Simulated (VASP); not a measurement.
# K3TaO3 (P6/mmm) in VASP: notebook

Runs on K3TaO3. Level: PBE. Tasks: single point, relaxation of cell and atoms.

Program: VASP 6.6.1. These are calculated values, not measurements. Logs are shortened: lines on timing, memory, paths and dates and some standing lists are left out, and cuts for length are marked.

**1. The cell of the first run**

Symmetry: P6/mmm, No. 191, hexagonal system. The conventional cell has a = 7.779 Å, b = 7.779 Å, c = 4.408 Å, α = 90.00°, β = 90.00°, γ = 120.00°. Within 2.9 Å of K (site symmetry mmm) lie 2 O at 2.20 Å. Ta (site symmetry 6/mmm) has 6 K at 3.89 Å and 2 Ta at 4.41 Å and 12 O at 4.47 Å within 5.1 Å. O (site symmetry mmm) has 2 K at 2.20 Å within 2.9 Å.

The cell was generated, and may not be a known phase.

**2. Single point, PBE**

File INCAR:

```
  PREC = Accurate
  ENCUT = 700
  EDIFF = 1E-6
  ISMEAR = 0
  SIGMA = 0.15
  LREAL = False
  LASPH = True
  NELM = 120
  ALGO = Normal
  ISIF = 2
  LWAVE = False
  LCHARG = False
  GGA = PE
  NBANDS = 38
  GGA_COMPAT = False
```

File KPOINTS:

```
Automatic mesh
0
Gamma
  2 2 3
```

File POSCAR:

```
K3TaO3
1.0
    7.7793338262      0.0000000000      0.0000000000
   -3.8896669131      6.7371007180      0.0000000000
    0.0000000000      0.0000000000      4.4076077200
K Ta O
3 1 3
Direct
    0.5000000000      0.0000000000      0.5000000000
    0.0000000000      0.5000000000      0.5000000000
    0.5000000000      0.5000000000      0.5000000000
    0.0000000000      0.0000000000      0.5000000000
    0.5000000000      0.0000000000      0.0000000000
    0.0000000000      0.5000000000      0.0000000000
    0.5000000000      0.5000000000      0.0000000000
```

Potentials or basis: VASP PAW PBE potentials, release 64 (K_sv, Ta_sv_GW, O).

On the command line:

```console
$ cat potpaw_PBE.64/K_sv/POTCAR potpaw_PBE.64/Ta_sv_GW/POTCAR potpaw_PBE.64/O/POTCAR > POTCAR
$ mpirun -np 1 vasp_std > vasp.out
```

OUTCAR:

```text
PREC = Accurate
   ENCUT = 700
   EDIFF = 1E-6
   ISMEAR = 0
   LREAL = False
   LASPH = True
   NELM = 120
   ISIF = 2
   GGA = PE

 ion  position               nearest neighbor table
   1  0.500  0.000  0.500-   5 2.20   5 2.20
   2  0.000  0.500  0.500-   6 2.20   6 2.20
   3  0.500  0.500  0.500-   7 2.20   7 2.20
   4  0.000  0.000  0.500-
   5  0.500  0.000  0.000-   1 2.20   1 2.20
   6  0.000  0.500  0.000-   2 2.20   2 2.20
   7  0.500  0.500  0.000-   3 2.20   3 2.20

  LATTYP: Found a hexagonal cell.
 ALAT       =     7.7793338262
 C/A-ratio  =     0.5665790694

  Lattice vectors:

 A1 = (   7.7793338262,   0.0000000000,   0.0000000000)
 A2 = (  -3.8896669131,   6.7371007180,   0.0000000000)
 A3 = (   0.0000000000,   0.0000000000,   4.4076077200)

Analysis of symmetry for initial positions (statically):
=====================================================================
 Subroutine PRICEL returns:
 Original cell was already a primitive cell.

 Routine SETGRP: Setting up the symmetry group for a
 hexagonal supercell.

 Subroutine GETGRP returns: Found 24 space group operations
 (whereof 24 operations were pure point group operations)
 out of a pool of 24 trial point group operations.

The static configuration has the point symmetry D_6h.

Analysis of symmetry for dynamics (positions and initial velocities):
=====================================================================
 Subroutine PRICEL returns:
 Original cell was already a primitive cell.

 Routine SETGRP: Setting up the symmetry group for a
 hexagonal supercell.

 Subroutine GETGRP returns: Found 24 space group operations
 (whereof 24 operations were pure point group operations)
 out of a pool of 24 trial point group operations.

The dynamic configuration has the point symmetry D_6h.

 Subroutine INISYM returns: Found 24 space group operations
 (whereof 24 operations are pure point group operations),
 and found     1 'primitive' translations

----------------------------------------------------------------------------------------

                                     Primitive cell

  volume of cell :     231.0034

  direct lattice vectors                    reciprocal lattice vectors
     7.779333826  0.000000000  0.000000000     0.128545711  0.074215901  0.000000000
    -3.889666913  6.737100718  0.000000000     0.000000000  0.148431802  0.000000000
     0.000000000  0.000000000  4.407607720     0.000000000  0.000000000  0.226880445

  length of vectors
     7.779333826  7.779333826  4.407607720     0.148431802  0.148431802  0.226880445

  position of ions in fractional coordinates (direct lattice)
     0.500000000  0.000000000  0.500000000
     0.000000000  0.500000000  0.500000000
     0.500000000  0.500000000  0.500000000
     0.000000000  0.000000000  0.500000000
     0.500000000  0.000000000  0.000000000
     0.000000000  0.500000000  0.000000000
     0.500000000  0.500000000  0.000000000

  ion indices of the primitive-cell ions
   primitive index   ion index
                 1           1
                 2           2
                 3           3
                 4           4
                 5           5
                 6           6
                 7           7

----------------------------------------------------------------------------------------

 KPOINTS: Automatic mesh

Automatic generation of k-mesh.
 Grid dimensions read from file:
 generate k-points for:    2    2    3

 Generating k-lattice:

  Cartesian coordinates                     Fractional coordinates (reciprocal lattice)
     0.064272856  0.037107951  0.000000000     0.500000000  0.000000000  0.000000000
     0.000000000  0.074215901  0.000000000     0.000000000  0.500000000  0.000000000
     0.000000000  0.000000000  0.075626815     0.000000000  0.000000000  0.333333333

  Length of vectors
     0.074215901  0.074215901  0.075626815

  Shift w.r.t. Gamma in fractional coordinates (k-lattice)
     0.000000000  0.000000000  0.000000000

 Subroutine IBZKPT returns following result:
 ===========================================

 Found      4 irreducible k-points:

 Following reciprocal coordinates:
            Coordinates               Weight
  0.000000  0.000000  0.000000      1.000000
  0.500000 -0.000000  0.000000      3.000000
  0.000000  0.000000  0.333333      2.000000
  0.500000 -0.000000  0.333333      6.000000
   k-points           NKPTS =      4   k-points in BZ     NKDIM =      4   number of bands    NBANDS=     38
   number of dos      NEDOS =    301   number of ions     NIONS =      7
   total plane-waves  NPLWV = 196000
   dimension x,y,z NGX =    70 NGY =   70 NGZ =   40
   dimension x,y,z NGXF=   140 NGYF=  140 NGZF=   80
   ions per type =               3   1   3
   NGX,Y,Z   is equivalent  to a cutoff of  14.96, 14.96, 15.09 a.u.
   NGXF,Y,Z  is equivalent  to a cutoff of  29.92, 29.92, 30.17 a.u.
 SYSTEM =  unknown system
   PREC   = accura    normal or accurate (medium, high low for compatibility)
   ISTART =      0    job   : 0-new  1-cont  2-samecut
   ICHARG =      2    charge: 1-file 2-atom 10-const
   ISPIN  =      1    spin polarized calculation?
   LNONCOLLINEAR =      F non collinear calculations
   LSORBIT =      F    spin-orbit coupling
   LASPH  =      T    aspherical Exc in radial PAW
   ENCUT  =  700.0 eV  51.45 Ry    7.17 a.u.  16.78 16.78  9.51*2*pi/ulx,y,z
   NELM   =    120;   NELMIN=  2; NELMDL= -5     # of ELM steps
   EDIFF  = 0.1E-05   stopping-criterion for ELM
   LREAL  =      F    real-space projection
[... 7 lines left out ...]
   TEBEG  =    0.0;   TEEND  =   0.0 temperature during run
   PSTRESS=    0.0 pullay stress
   NELECT =      58.0000    total number of electrons
   NUPDOWN=      -1.0000    fix difference up-down
   EMIN   =  10.00;   EMAX   =-10.00  energy-range for DOS
   EFERMI =   0.00;   METHOD = LEGACY
   ISMEAR =     0;   SIGMA  =   0.15  broadening in eV -4-tet -1-fermi 0-gaus
   EFERMI_NEDOS =   21; number of points for ismear=-14 and -15
   IALGO  =     38    algorithm
   IMIX   =      4    mixing-type and parameters
     AMIX     =   0.40;   BMIX     =  1.00
     AMIX_MAG =   1.60;   BMIX_MAG =  1.00
  volume/ion in A,a.u.               =      33.00       222.70
  Fermi-wavevector in a.u.,A,eV,Ry     =   1.032788  1.951687 14.512681  1.066652
  Thomas-Fermi vector in A             =   2.167003
   LORBIT       =      0    0 simple, 1 ext, 2 COOP (PROOUT), +10 PAW based schemes
   GGA     = PE    functional components
   LHFCALC =     F    Hartree Fock is set to
   AEXX    =    0.0000 exact exchange contribution
   IVDW    =     0    specifies the selected vdW correction
   LEPSILON=     F    determine dielectric tensor
   LRPA    =     F    only Hartree local field effects (RPA)
 non-spin polarized calculation
 Gauss-broadening in eV      SIGMA  =   0.15
  energy-cutoff  :      700.00
  volume of cell :      231.00
 maximum number of plane-waves:      9775
 NGX is ok and might be reduce to    70
   NGX = 33   NGY = 33   NGZ = 19

 number of electron      58.0000000 magnetization

 Free energy of the ion-electron system (eV)
  ---------------------------------------------------
  ext. energy  EPLUGINS =         0.00000000
  ---------------------------------------------------
  free energy    TOTEN  =       -23.77303182 eV

  energy without entropy =      -23.52012715  energy(sigma->0) =      -23.64657949

 E-fermi :  -1.1501     XC(G=0):  -6.9859

 val. band max:       -1.1553753788   @ k =   0.0000   0.0000   0.0000
 cond. band min:      -1.1475811836   @ k =   0.0000   0.0000   0.3333
 fundamental gap:      0.0077941953
 Fermi energy:        -1.1500999090

 k-point     1 :       0.0000    0.0000    0.0000
  band No.  band energies     occupation
      1     -70.8584      2.00000
      2     -37.2539      2.00000
      3     -37.1281      2.00000
      4     -37.1281      2.00000
      5     -29.8109      2.00000
      6     -29.7870      2.00000
      7     -29.7870      2.00000
      8     -16.3731      2.00000
      9     -16.3287      2.00000
     10     -16.3287      2.00000
     11     -13.5881      2.00000
     12     -13.5521      2.00000
     13     -13.5176      2.00000
     14     -13.5176      2.00000
     15     -13.4895      2.00000
     16     -13.4895      2.00000
     17     -13.3347      2.00000
     18     -13.2980      2.00000
     19     -13.2980      2.00000
     20      -3.3727      2.00000
     21      -1.8191      2.00000
     22      -1.7917      2.00000
     23      -1.7917      2.00000
     24      -1.5698      1.99992
     25      -1.3354      1.91939
     26      -1.2133      1.44849
     27      -1.2133      1.44849
     28      -1.1554      1.03967
     29      -1.1554      1.03967
     30      -0.8018      0.00103
     31      -0.8018      0.00103
     32      -0.7661      0.00029
     33      -0.7198      0.00005
     34      -0.7198      0.00005
     35       2.0230      0.00000
     36       2.0230      0.00000
     37       2.6421      0.00000
     38       4.5987      0.00000

 k-point     2 :       0.5000   -0.0000    0.0000
  band No.  band energies     occupation
      1     -70.8583      2.00000
      2     -37.2539      2.00000
      3     -37.1281      2.00000
      4     -37.1281      2.00000
      5     -29.8029      2.00000
      6     -29.7950      2.00000
      7     -29.7869      2.00000
      8     -16.3583      2.00000
      9     -16.3437      2.00000
     10     -16.3288      2.00000
     11     -13.5407      2.00000
     12     -13.5299      2.00000
     13     -13.5292      2.00000
     14     -13.5177      2.00000
     15     -13.4339      2.00000
     16     -13.4205      2.00000
     17     -13.4152      2.00000
     18     -13.4031      2.00000
     19     -13.3067      2.00000
     20      -3.3511      2.00000
     21      -1.7299      2.00000
     22      -1.6282      1.99999
     23      -1.5954      1.99997
     24      -1.5589      1.99988
     25      -1.4593      1.99644
     26      -1.3695      1.96145
     27      -1.1787      1.21270
     28      -1.0614      0.40302
     29      -0.9672      0.08461
     30      -0.8500      0.00466
     31      -0.8185      0.00177
     32      -0.7358      0.00009
     33      -0.6980      0.00002
     34      -0.6871      0.00001
     35       0.7376      0.00000
     36       1.5481      0.00000
     37       4.0006      0.00000
     38       4.0742      0.00000

 k-point     3 :       0.0000    0.0000    0.3333
  band No.  band energies     occupation
      1     -70.8583      2.00000
      2     -37.2572      2.00000
      3     -37.1278      2.00000
      4     -37.1278      2.00000
      5     -29.7953      2.00000
      6     -29.7717      2.00000
      7     -29.7717      2.00000
      8     -17.0928      2.00000
      9     -17.0430      2.00000
     10     -17.0430      2.00000
     11     -13.5692      2.00000
     12     -13.4718      2.00000
     13     -13.4718      2.00000
     14     -13.3205      2.00000
     15     -13.2848      2.00000
     16     -13.2848      2.00000
     17     -12.2495      2.00000
     18     -12.2284      2.00000
     19     -12.2284      2.00000
     20      -2.7151      2.00000
     21      -2.1122      2.00000
     22      -2.1122      2.00000
     23      -2.0974      2.00000
     24      -2.0920      2.00000
     25      -2.0920      2.00000
     26      -2.0575      2.00000
     27      -1.5282      1.99964
     28      -1.3468      1.93634
     29      -1.3468      1.93634
     30      -1.1476      0.98105
     31      -1.1476      0.98105
     32      -1.0739      0.47260
     33      -0.9375      0.04505
     34      -0.9375      0.04505
     35       1.9456      0.00000
     36       2.4767      0.00000
     37       2.4767      0.00000
     38       3.1622      0.00000

 k-point     4 :       0.5000   -0.0000    0.3333
  band No.  band energies     occupation
      1     -70.8583      2.00000
      2     -37.2572      2.00000
      3     -37.1279      2.00000
      4     -37.1279      2.00000
      5     -29.7874      2.00000
      6     -29.7796      2.00000
      7     -29.7717      2.00000
      8     -17.0762      2.00000
      9     -17.0597      2.00000
     10     -17.0430      2.00000
     11     -13.5119      2.00000
     12     -13.4173      2.00000
     13     -13.4051      2.00000
     14     -13.3990      2.00000
     15     -13.3875      2.00000
     16     -13.2933      2.00000
     17     -12.2425      2.00000
     18     -12.2354      2.00000
     19     -12.2284      2.00000
     20      -2.6263      2.00000
     21      -2.1619      2.00000
     22      -2.1267      2.00000
     23      -2.1080      2.00000
     24      -1.9139      2.00000
     25      -1.9065      2.00000
     26      -1.7090      2.00000
     27      -1.7041      2.00000
     28      -1.6557      2.00000
     29      -1.3630      1.95524
     30      -1.1266      0.82496
     31      -1.0864      0.54831
     32      -1.0330      0.26938
     33      -1.0107      0.18864
     34      -0.9752      0.09910
     35       1.3872      0.00000
     36       2.0559      0.00000
     37       2.1311      0.00000
     38       4.4053      0.00000

------------------------ aborting loop because EDIFF is reached ----------------------------------------

  FORCE on cell =-STRESS in cart. coord.  units (eV):
  Direction    XX          YY          ZZ          XY          YZ          ZX
  --------------------------------------------------------------------------------------
  -------------------------------------------------------------------------------------
  Total        0.9516836      0.9516836      1.0251008      0.0000000      0.0000000      0.0000000
  in kB        6.6006209      6.6006209      7.1098225      0.0000000      0.0000000      0.0000000
  external PRESSURE =       6.7703547 kB  Pullay stress =       0.0000000 kB

 VOLUME and BASIS-vectors are now :
 -----------------------------------------------------------------------------
  energy-cutoff  :      700.00
  volume of cell :      231.00
      direct lattice vectors                 reciprocal lattice vectors
     7.779333826  0.000000000  0.000000000     0.128545711  0.074215901  0.000000000
    -3.889666913  6.737100718  0.000000000     0.000000000  0.148431802  0.000000000
     0.000000000  0.000000000  4.407607720     0.000000000  0.000000000  0.226880445

 POSITION                                       TOTAL-FORCE (eV/Angst)
 -----------------------------------------------------------------------------------
      3.88967      0.00000      2.20380        -0.000000      0.000000      0.000000
     -1.94483      3.36855      2.20380        -0.000000      0.000000      0.000000
      1.94483      3.36855      2.20380        -0.000000      0.000000      0.000000
      0.00000      0.00000      2.20380        -0.000000      0.000000      0.000000
      3.88967      0.00000      0.00000        -0.000000      0.000000      0.000000
     -1.94483      3.36855      0.00000        -0.000000      0.000000      0.000000
      1.94483      3.36855      0.00000         0.000000      0.000000      0.000000
 -----------------------------------------------------------------------------------
    total drift:                                0.000000     -0.000000      0.000000

  FREE ENERGIE OF THE ION-ELECTRON SYSTEM (eV)
  ---------------------------------------------------
  free  energy   TOTEN  =       -23.7730318189 eV

  energy  without entropy=      -23.5201271538  energy(sigma->0) =      -23.64657949
```

Wall time 2.4 min (1 thread of Intel Xeon 6975P-C (Granite Rapids), shared host); peak memory 0.48 GiB.

Results:

| Quantity | Value |
| --- | --- |
| Free energy | -23.7730 eV |
| Pressure | 0.7 GPa |
| Band gap on the k mesh | zero (bands 29 and 30 overlap by 0.18 eV) |

Caveat: the k points lie up to 0.48 Å⁻¹ apart; spin-orbit coupling is left out, which moves the levels of the heavy elements.

**3. Relaxation of cell and atoms, PBE**

This run uses another cell than the first one, of 25.62 Å³/atom.

File INCAR:

```
SYSTEM = K3TaO3
PREC = Accurate ; ENCUT = 700
EDIFF = 1E-7 ; ISMEAR = 0
SIGMA = 0.15 ; LREAL = .False.
LASPH = .True. ; NELM = 120
ALGO = Normal ; ISIF = 3
LWAVE = .False. ; LCHARG = .False.
GGA = PE ; IBRION = 2
NSW = 36 ; EDIFFG = -0.08
GGA_COMPAT = .False. ; NELMIN = 4
```

File KPOINTS:

```
regular mesh
0
Gamma
  2 2 3
  0 0 0
```

Edit POSCAR of step 2 so:

```diff
@@ -2,5 +2,5 @@
 1.0
-    7.7793338262      0.0000000000      0.0000000000
-   -3.8896669131      6.7371007180      0.0000000000
-    0.0000000000      0.0000000000      4.4076077200
+    6.3544578200      0.0000000000      0.0000000000
+   -3.1772289100      5.5031219000      0.0000000000
+    0.0000000000      0.0000000000      5.1284649800
 K Ta O
```

Potentials or basis: VASP PAW PBE potentials, release 64 (K_sv, Ta_sv_GW, O).

On the command line:

```console
$ cat potpaw_PBE.64/K_sv/POTCAR potpaw_PBE.64/Ta_sv_GW/POTCAR potpaw_PBE.64/O/POTCAR > POTCAR
$ mpirun -np 1 vasp_std > vasp.out
```

Run time: 23 min. Hardware: 1 thread of Intel Xeon Platinum 8259CL at 2.50GHz (Skylake/Cascade Lake), shared host; peak memory 0.45 GiB.

It converged, with:

```
Free energy                           : -23.7589 eV
Relaxed volume                        : 35.97 Å³/atom
Relaxed cell                          : a = 8.088 Å, b = 8.088 Å, c = 4.445 Å, α = 90.00°, β = 90.00°, γ = 120.00°
Space group after relaxing (to 0.1 Å) : P6/mmm (No. 191)
Energy gained by relaxing             : 243.5 meV/atom
Ionic steps                           : 15
Pressure after relaxing               : 0.0 GPa
Band gap on the k mesh                : zero (bands 29 and 30 overlap by 0.14 eV)
```

The path:
```csv
step,energy change (eV),largest force (eV/Å),pressure (GPa),volume (Å³)
1,0.0000,0.0000,0.23,179.34
2,-0.8045,0.0000,1.88,179.55
3,-1.0435,0.0000,2.71,178.55
4,0.9191,0.0000,13.60,173.15
5,-1.0716,0.0000,2.75,178.29
6,-0.8384,0.0000,6.13,176.22
7,-1.0993,0.0000,3.00,177.92
8,-1.0659,0.0000,4.22,177.18
9,-1.1029,0.0000,3.38,177.65
10,-1.4006,0.0000,1.96,195.57
11,-1.6702,0.0000,0.22,233.31
12,-1.6914,0.0000,-0.20,247.40
13,-1.6917,0.0000,-0.27,250.19
14,-1.6983,0.0000,0.22,252.85
15,-1.7047,0.0000,0.00,251.82
```

Final structure:
```
K Ta O
1.0
     8.08841    0.00000    0.00000
    -4.04421    7.00477    0.00000
     0.00000    0.00000    4.44469
K Ta O
3 1 3
Direct
  0.50000 0.00000 0.50000
  0.00000 0.50000 0.50000
  0.50000 0.50000 0.50000
  0.00000 0.00000 0.50000
  0.50000 0.00000 0.00000
  0.00000 0.50000 0.00000
  0.50000 0.50000 0.00000
```

Levels at points of the mesh, in eV from the Fermi level:
```tsv
k point	band 25	band 26	band 27	band 28	band 29	band 30	band 31	band 32	band 33	band 34
(0.00, 0.00, 0.00)	-0.16	-0.04	-0.04	-0.01	-0.01	0.34	0.34	0.36	0.39	0.39
(0.50, 0.00, 0.00)	-0.26	-0.19	-0.03	0.08	0.16	0.29	0.32	0.38	0.41	0.42
```

Caveat: the k points lie up to 0.47 Å⁻¹ apart in the final cell; the volume moved by over 15 % at a fixed basis, so the end points are rough; the highest band is partly filled, so the run has too few bands; spin-orbit coupling is left out, which moves the levels of the heavy elements.

The gap in the log of VASP goes by the Fermi energy; the results here count the filled bands.